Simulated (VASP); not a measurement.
# HCl in VASP: notebook

HCl is run at these levels: PBEsol; tasks: single point, relaxation of cell and atoms.

Program: VASP 6.6.1. These are calculated values, not measurements. Logs are shortened: lines on timing, memory, paths and dates and some standing lists are left out, and cuts for length are marked.

### 1 The cell of the first run

The structure is orthorhombic, space group Fmmm (No. 69). The conventional cell has a = 3.070 Å, b = 7.271 Å, c = 7.333 Å, α = 90.00°, β = 90.00°, γ = 90.00°. Within 2.0 Å of H (site symmetry mmm) lie 2 Cl at 1.53 Å. Within 2.0 Å of Cl (site symmetry mmm) lie 2 H at 1.53 Å.

### 2 Single point, PBEsol

INCAR

```
SYSTEM = HCl
PREC = Accurate
ENCUT = 520
EDIFF = 1E-6
ISMEAR = 0
SIGMA = 0.1
LREAL = .FALSE.
LASPH = .TRUE.
NELM = 60
ALGO = Normal
ISIF = 2
LWAVE = .FALSE.
LCHARG = .FALSE.
GGA = PS
NBANDS = 11
```

KPOINTS

```
Automatic mesh
0
G
  6 6 6
  0 0 0
```

POSCAR

```
HCl
1.0
    0.0000000000      3.6355088401      3.6665450955
    1.5349029161      0.0000000000      3.6665450955
    1.5349029161      3.6355088401      0.0000000000
H Cl
1 1
Direct
    0.0000000000      0.0000000000      0.0000000000
    0.5000000000      0.5000000000      0.5000000000
```

Potentials or basis: VASP PAW PBE potentials, release 64 (H, Cl).

On the command line:

```sh
$ cat potpaw_PBE.64/H/POTCAR potpaw_PBE.64/Cl/POTCAR > POTCAR
$ mpirun -np 1 vasp_std > vasp.out
```

OUTCAR:

```text
SYSTEM = HCl
   PREC = Accurate
   ENCUT = 520
   EDIFF = 1E-6
   ISMEAR = 0
   LREAL = .FALSE.
   LASPH = .TRUE.
   NELM = 60
   ISIF = 2
   GGA = PS

 ion  position               nearest neighbor table
   1  0.000  0.000  0.000-   2 1.53   2 1.53
   2  0.500  0.500  0.500-   1 1.53   1 1.53

  LATTYP: Found a face centered orthorhombic cell.
 ALAT       =     3.0698058322
 B/A-ratio  =     2.3685594717
 C/A-ratio  =     2.3887798095

  Lattice vectors:

 A1 = (   0.0000000000,   3.6355088401,   3.6665450955)
 A2 = (   1.5349029161,   0.0000000000,   3.6665450955)
 A3 = (   1.5349029161,   3.6355088401,   0.0000000000)

Analysis of symmetry for initial positions (statically):
=====================================================================
 Subroutine PRICEL returns:
 Original cell was already a primitive cell.

 Routine SETGRP: Setting up the symmetry group for a
 face centered orthorhombic supercell.

 Subroutine GETGRP returns: Found  8 space group operations
 (whereof  8 operations were pure point group operations)
 out of a pool of  8 trial point group operations.

The static configuration has the point symmetry D_2h.

Analysis of symmetry for dynamics (positions and initial velocities):
=====================================================================
 Subroutine PRICEL returns:
 Original cell was already a primitive cell.

 Routine SETGRP: Setting up the symmetry group for a
 face centered orthorhombic supercell.

 Subroutine GETGRP returns: Found  8 space group operations
 (whereof  8 operations were pure point group operations)
 out of a pool of  8 trial point group operations.

The dynamic configuration has the point symmetry D_2h.

 Subroutine INISYM returns: Found  8 space group operations
 (whereof  8 operations are pure point group operations),
 and found     1 'primitive' translations

----------------------------------------------------------------------------------------

                                     Primitive cell

  volume of cell :      40.9198

  direct lattice vectors                    reciprocal lattice vectors
     0.000000000  3.635508840  3.666545096    -0.325753502  0.137532330  0.136368158
     1.534902916  0.000000000  3.666545096     0.325753502 -0.137532330  0.136368158
     1.534902916  3.635508840  0.000000000     0.325753502  0.137532330 -0.136368158

  length of vectors
     5.163378493  3.974855960  3.946245239     0.378981213  0.378981213  0.378981213

  position of ions in fractional coordinates (direct lattice)
[... 88 lines left out ...]
   TEBEG  =    0.0;   TEEND  =   0.0 temperature during run
   PSTRESS=    0.0 pullay stress
   NELECT =       8.0000    total number of electrons
   NUPDOWN=      -1.0000    fix difference up-down
   EMIN   =  10.00;   EMAX   =-10.00  energy-range for DOS
   EFERMI =   0.00;   METHOD = LEGACY
   ISMEAR =     0;   SIGMA  =   0.10  broadening in eV -4-tet -1-fermi 0-gaus
   EFERMI_NEDOS =   21; number of points for ismear=-14 and -15
   IALGO  =     38    algorithm
   IMIX   =      4    mixing-type and parameters
     AMIX     =   0.40;   BMIX     =  1.00
     AMIX_MAG =   1.60;   BMIX_MAG =  1.00
  volume/ion in A,a.u.               =      20.46       138.07
  Fermi-wavevector in a.u.,A,eV,Ry     =   0.950154  1.795530 12.283227  0.902792
  Thomas-Fermi vector in A             =   2.078504
   LORBIT       =      0    0 simple, 1 ext, 2 COOP (PROOUT), +10 PAW based schemes
   GGA     = PS    functional components
   LHFCALC =     F    Hartree Fock is set to
   AEXX    =    0.0000 exact exchange contribution
   IVDW    =     0    specifies the selected vdW correction
   LEPSILON=     F    determine dielectric tensor
   LRPA    =     F    only Hartree local field effects (RPA)
 non-spin polarized calculation
 Gauss-broadening in eV      SIGMA  =   0.10
  energy-cutoff  :      520.00
  volume of cell :       40.92
 maximum number of plane-waves:      1119
 NGX is ok and might be reduce to    40
   NGX = 19   NGY = 15   NGZ = 15

 number of electron       7.9999999 magnetization

 Free energy of the ion-electron system (eV)
  ---------------------------------------------------
  ext. energy  EPLUGINS =         0.00000000
  ---------------------------------------------------
  free energy    TOTEN  =        -5.72591300 eV

  energy without entropy =       -5.72591300  energy(sigma->0) =       -5.72591300

 E-fermi :  -2.4262     XC(G=0):  -6.9960

 val. band max:       -2.8588991275   @ k =   0.5000  -0.3333   0.1667
 cond. band min:      -0.0438815513   @ k =   0.0000   0.5000   0.5000
 fundamental gap:      2.8150175762
 Fermi energy:        -2.4262322052

 k-point     1 :       0.0000    0.0000    0.0000
  band No.  band energies     occupation
      1     -17.2738      2.00000
      2      -3.2679      2.00000
      3      -3.2404      2.00000
      4      -3.2318      2.00000
      5       0.2493      0.00000
      6       3.9830      0.00000
      7       7.9345      0.00000
      8      13.7977      0.00000
      9      13.8109      0.00000
     10      13.8436      0.00000
     11      14.3597      0.00000
[... 309 lines left out ...]
 k-point    24 :       0.5000    0.3333    0.1667
  band No.  band energies     occupation
      1     -17.1428      2.00000
      2      -4.2569      2.00000
      3      -3.4957      2.00000
      4      -3.3173      2.00000
      5       0.1087      0.00000
      6       6.2817      0.00000
      7       8.5980      0.00000
      8      10.4243      0.00000
      9      13.7977      0.00000
     10      15.0150      0.00000
     11      15.3313      0.00000

 [... further k-points ...]

------------------------ aborting loop because EDIFF is reached ----------------------------------------

  FORCE on cell =-STRESS in cart. coord.  units (eV):
  Direction    XX          YY          ZZ          XY          YZ          ZX
  --------------------------------------------------------------------------------------
  -------------------------------------------------------------------------------------
  Total       -0.0801668      0.0120695      0.0030595      0.0000000      0.0000000      0.0000000
  in kB       -3.1388611      0.4725692      0.1197939      0.0000000      0.0000000      0.0000000
  external PRESSURE =      -0.8488327 kB  Pullay stress =       0.0000000 kB

 VOLUME and BASIS-vectors are now :
 -----------------------------------------------------------------------------
  energy-cutoff  :      520.00
  volume of cell :       40.92
      direct lattice vectors                 reciprocal lattice vectors
     0.000000000  3.635508840  3.666545096    -0.325753502  0.137532330  0.136368158
     1.534902916  0.000000000  3.666545096     0.325753502 -0.137532330  0.136368158
     1.534902916  3.635508840  0.000000000     0.325753502  0.137532330 -0.136368158

 POSITION                                       TOTAL-FORCE (eV/Angst)
 -----------------------------------------------------------------------------------
      0.00000      0.00000      0.00000         0.000000      0.000000      0.000000
      1.53490      3.63551      3.66655         0.000000     -0.000000      0.000000
 -----------------------------------------------------------------------------------
    total drift:                               -0.000000     -0.000000      0.000000

  FREE ENERGIE OF THE ION-ELECTRON SYSTEM (eV)
  ---------------------------------------------------
  free  energy   TOTEN  =        -5.7259129955 eV

  energy  without entropy=       -5.7259129954  energy(sigma->0) =       -5.72591300
```

stdout:

```text
POSCAR found type information on POSCAR H Cl
 POSCAR found :  2 types and       2 ions
 scaLAPACK will be used
 -----------------------------------------------------------------------------
|                                                                             |
|                                                                             |
|     You enforced a specific xc type in the INCAR file but a different       |
|     I HOPE YOU KNOW WHAT YOU ARE DOING!                                     |
|                                                                             |
 -----------------------------------------------------------------------------

 LDA part: xc-table for (Slater+PW92), standard interpolation
 POSCAR, INCAR and KPOINTS ok, starting setup
 FFT: planning ... GRIDC
 FFT: planning ... GRID_SOFT
 FFT: planning ... GRID
 WAVECAR not read
 entering main loop
```

Run time: 40 s. Hardware: 1 thread of Intel Xeon 8259CL, shared host; peak memory 0.18 GiB.

Results:

- Free energy: -5.7259 eV
- Pressure: -0.1 GPa
- Band gap on the k mesh: 2.81 eV (least direct gap 3.22 eV)

Caveat: the PAW data sets were made with another functional, which shifts forces and pressure a little. A k mesh can miss the band edges.

### 3 Single point, PBEsol

This run uses another cell than the first one, of 21.77 Å³/atom.

INCAR

```
ALGO = Normal ; EDIFF = 1E-6
ENCUT = 520 ; GGA = PS
ISIF = 2 ; ISMEAR = 0
LASPH = True ; LCHARG = False
LREAL = False ; LWAVE = False
NBANDS = 11 ; NELM = 100
PREC = Accurate ; SIGMA = 0.01
```

KPOINTS

```
k-points
0
Gamma
  8 8 8
```

POSCAR

```
HCl
1.0
    0.0000000000      3.7676010472      3.7677657393
    1.5335275214      0.0000000000      3.7677657393
    1.5335275214      3.7676010472      0.0000000000
H Cl
1 1
Direct
    0.0000000000      0.0000000000      0.0000000000
    0.5000000000      0.5000000000      0.5000000000
```

Potentials or basis: VASP PAW PBE potentials, release 64 (H, Cl).

On the command line:

```sh
$ cat potpaw_PBE.64/H/POTCAR potpaw_PBE.64/Cl/POTCAR > POTCAR
$ mpirun -np 1 vasp_std > vasp.out
```

Wall time 50 s (1 thread of Intel Xeon 8259CL, shared host); peak memory 0.19 GiB.

It converged, with:

| Property | Result |
| --- | --- |
| Free energy | -5.7488 eV |
| Pressure | -0.2 GPa |
| Band gap on the k mesh | 2.94 eV (least direct gap 3.37 eV) |

Stress tensor (GPa, compression positive):
```
-0.33  0.00  0.00
 0.00 -0.07  0.00
 0.00  0.00 -0.07
```

Levels at points of the mesh, in eV from the valence-band top:
| k point | band 1 | band 2 | band 3 | band 4 | band 5 | band 6 | band 7 | band 8 |
| --- | --- | --- | --- | --- | --- | --- | --- | --- |
| (0.00, 0.00, 0.00) | -14.33 | -0.42 | -0.42 | -0.34 | 3.17 | 6.82 | 10.74 | 16.30 |
| (0.50, 0.00, 0.00) | -12.57 | -7.26 | -0.11 | -0.06 | 8.75 | 9.63 | 12.83 | 14.51 |
| (0.50, 0.50, 0.00) | -14.22 | -1.58 | -0.39 | -0.31 | 3.06 | 9.61 | 10.51 | 13.41 |
| (0.50, 0.00, 0.50) | -14.22 | -1.58 | -0.39 | -0.31 | 3.06 | 9.61 | 10.51 | 13.40 |
| (0.00, 0.50, 0.50) | -14.13 | -1.33 | -1.33 | -0.45 | 2.94 | 8.51 | 13.56 | 13.56 |

Caveat: the PAW data sets were made with another functional, which shifts forces and pressure a little. A k mesh can miss the band edges.

### 4 Relaxation of cell and atoms, PBEsol

This run uses another cell than the first one, of 21.53 Å³/atom.

INCAR

```
  ALGO = Normal
  EDIFF = 1E-7
  EDIFFG = -0.001
  ENCUT = 600
  GGA = PS
  IBRION = 2
  ISIF = 3
  ISMEAR = 0
  LASPH = True
  LCHARG = False
  LREAL = False
  LWAVE = False
  NELM = 80
  NSW = 80
  PREC = Accurate
  SIGMA = 0.01
```

KPOINTS is that of step 3.

POSCAR

```
HCl
1.0
    0.0000000000      3.7462400775      3.7475653010
    1.5332993560      0.0000000000      3.7475653010
    1.5332993560      3.7462400775      0.0000000000
H Cl
1 1
Direct
    0.0000000000      0.0000000000      0.0000000000
    0.5000000000      0.5000000000      0.5000000000
```

Potentials or basis: VASP PAW PBE potentials, release 64 (H, Cl).

On the command line:

```sh
$ cat potpaw_PBE.64/H/POTCAR potpaw_PBE.64/Cl/POTCAR > POTCAR
$ mpirun -np 1 vasp_std > vasp.out
```

OUTCAR:

```text
EDIFF = 1E-7
   EDIFFG = -0.001
   ENCUT = 600
   GGA = PS
   IBRION = 2
   ISIF = 3
   ISMEAR = 0
   LASPH = True
   LREAL = False
   NELM = 80
   NSW = 80
   PREC = Accurate

 ion  position               nearest neighbor table
   1  0.000  0.000  0.000-   2 1.53   2 1.53
   2  0.500  0.500  0.500-   1 1.53   1 1.53

  LATTYP: Found a face centered orthorhombic cell.
 ALAT       =     3.0665987120
 B/A-ratio  =     2.4432541909
 C/A-ratio  =     2.4441184863

  Lattice vectors:

 A1 = (   0.0000000000,   3.7462400775,   3.7475653010)
 A2 = (   1.5332993560,   0.0000000000,   3.7475653010)
 A3 = (   1.5332993560,   3.7462400775,   0.0000000000)

Analysis of symmetry for initial positions (statically):
=====================================================================
 Subroutine PRICEL returns:
 Original cell was already a primitive cell.

 Routine SETGRP: Setting up the symmetry group for a
 face centered orthorhombic supercell.

 Subroutine GETGRP returns: Found  8 space group operations
 (whereof  8 operations were pure point group operations)
 out of a pool of  8 trial point group operations.

The static configuration has the point symmetry D_2h.

Analysis of symmetry for dynamics (positions and initial velocities):
[... 169 lines left out ...]
  in kB       -2.4338095      0.0074401     -0.0018506      0.0000000      0.0000000      0.0000000
  external PRESSURE =      -0.8094067 kB  Pullay stress =       0.0000000 kB
[... 59 lines left out ...]
--------------------------------------- Ionic step        3  -------------------------------------------

 number of electron       8.0000001 magnetization

 Free energy of the ion-electron system (eV)
  ---------------------------------------------------
  ext. energy  EPLUGINS =         0.00000000
  ---------------------------------------------------
  free energy    TOTEN  =        -5.74939041 eV

  energy without entropy =       -5.74939041  energy(sigma->0) =       -5.74939041

 E-fermi :  -3.1215     XC(G=0):  -6.7600

 val. band max:       -3.1748115948   @ k =   0.3750  -0.3750   0.1250
 cond. band min:      -0.2313802584   @ k =   0.0000   0.5000   0.5000
 fundamental gap:      2.9434313364
 Fermi energy:        -3.1214769963

 k-point     1 :       0.0000    0.0000    0.0000
  band No.  band energies     occupation
      1     -17.5229      2.00000
      2      -3.5938      2.00000
      3      -3.5924      2.00000
      4      -3.5082      2.00000
      5       0.0014      0.00000
      6       3.6527      0.00000
      7       7.5790      0.00000
      8      13.1947      0.00000
[... 243 lines left out ...]
 k-point    24 :       0.3750    0.0000    0.1250
  band No.  band energies     occupation
      1     -16.7820      2.00000
      2      -7.7904      2.00000
      3      -3.8017      2.00000
      4      -3.4236      2.00000
      5       5.3636      0.00000
      6       6.0378      0.00000
      7       7.8844      0.00000
      8       9.2127      0.00000

 [... further k-points ...]

------------------------ aborting loop because EDIFF is reached ----------------------------------------

  FORCE on cell =-STRESS in cart. coord.  units (eV):
  Direction    XX          YY          ZZ          XY          YZ          ZX
  --------------------------------------------------------------------------------------
  -------------------------------------------------------------------------------------
  Total        0.0003136      0.0002225     -0.0000267      0.0000000      0.0000000      0.0000000
  in kB        0.0116832      0.0082868     -0.0009951      0.0000000      0.0000000      0.0000000
  external PRESSURE =       0.0063250 kB  Pullay stress =       0.0000000 kB
[... 17 lines left out ...]
  FREE ENERGIE OF THE ION-ELECTRON SYSTEM (eV)
  ---------------------------------------------------
  free  energy   TOTEN  =        -5.7493904067 eV

  energy  without entropy=       -5.7493904067  energy(sigma->0) =       -5.74939041

 reached required accuracy - stopping structural energy minimisation
```

CONTCAR:

```text
HCl
   1.00000000000000
     0.0000000000000000    3.7462511611597060    3.7475625430895199
     1.5318153954584828    0.0000000000000000    3.7475625430895199
     1.5318153954584828    3.7462511611597060    0.0000000000000000
  H               Cl
     1     1
Direct
     0.0000000000000000    0.0000000000000000    0.0000000000000000
     0.5000000000000000    0.5000000000000000    0.5000000000000000

  0.00000000E+00  0.00000000E+00  0.00000000E+00
  0.00000000E+00  0.00000000E+00  0.00000000E+00
```

It took 2 min on 1 thread of Intel Xeon 8259CL, shared host; peak memory 0.21 GiB.

Results:

```
Free energy                           : -5.7494 eV
Relaxed volume                        : 21.51 Å³/atom
Relaxed cell                          : a = 5.299 Å, b = 4.049 Å, c = 4.047 Å, α = 81.77°, β = 49.13°, γ = 49.11°
Space group after relaxing (to 0.1 Å) : I4/mmm (No. 139)
Energy gained by relaxing             : 0.0 meV/atom
Ionic steps                           : 3
Pressure after relaxing               : 0.0 GPa
Band gap on the k mesh                : 2.94 eV (least direct gap 3.37 eV)
```

Final structure:
```yaml
crystal:
  lattice:
    - [0.00000, 3.74625, 3.74756]
    - [1.53182, 0.00000, 3.74756]
    - [1.53182, 3.74625, 0.00000]
  atoms:
    - { symbol: H, position: [0.00000, 0.00000, 0.00000] }
    - { symbol: Cl, position: [0.50000, 0.50000, 0.50000] }
```

Levels at points of the mesh, in eV from the valence-band top:
| k point | band 1 | band 2 | band 3 | band 4 | band 5 | band 6 | band 7 | band 8 |
| --- | --- | --- | --- | --- | --- | --- | --- | --- |
| (0.00, 0.00, 0.00) | -14.35 | -0.42 | -0.42 | -0.33 | 3.18 | 6.83 | 10.75 | 16.37 |
| (0.50, 0.00, 0.00) | -12.58 | -7.29 | -0.12 | -0.07 | 8.73 | 9.62 | 12.87 | 14.53 |
| (0.50, 0.50, 0.00) | -14.24 | -1.61 | -0.39 | -0.30 | 3.07 | 9.64 | 10.56 | 13.45 |
| (0.50, 0.00, 0.50) | -14.24 | -1.61 | -0.39 | -0.30 | 3.07 | 9.64 | 10.56 | 13.44 |
| (0.00, 0.50, 0.50) | -14.14 | -1.35 | -1.35 | -0.46 | 2.94 | 8.49 | 13.65 | 13.65 |

Caveat: the PAW data sets were made with another functional, which shifts forces and pressure a little.

### 5 The runs side by side

| task | cell | k mesh | cutoff (eV) | smearing | gap on the mesh (eV) | pressure (GPa) |
| --- | --- | --- | --- | --- | --- | --- |
| single point | a = 5.163, b = 3.975, c = 3.946 Å, angles 81.4, 49.6, 49.1°, 2 atoms | 6 × 6 × 6 | 520 | gaussian 0.1 eV | 2.81 | -0.1 |
| single point | a = 5.328, b = 4.068, c = 4.068 Å, angles 81.8, 49.1, 49.1°, 2 atoms | 8 × 8 × 8 | 520 | gaussian 0.01 eV | 2.94 | -0.2 |
| relaxation of cell and atoms | relaxed from a = 5.299, b = 4.049, c = 4.048 Å, angles 81.8, 49.1, 49.1°, 2 atoms | 8 × 8 × 8 | 600 | gaussian 0.01 eV | 2.94 | 0.0 |

Alike in all rows: level PBEsol; potentials or basis VASP PAW PBE potentials, release 64 (H, Cl); no spin polarisation.

Caveats: the PAW data sets were made with another functional, which shifts forces and pressure a little.

Absolute energies hang on the potentials; compare differences alone.
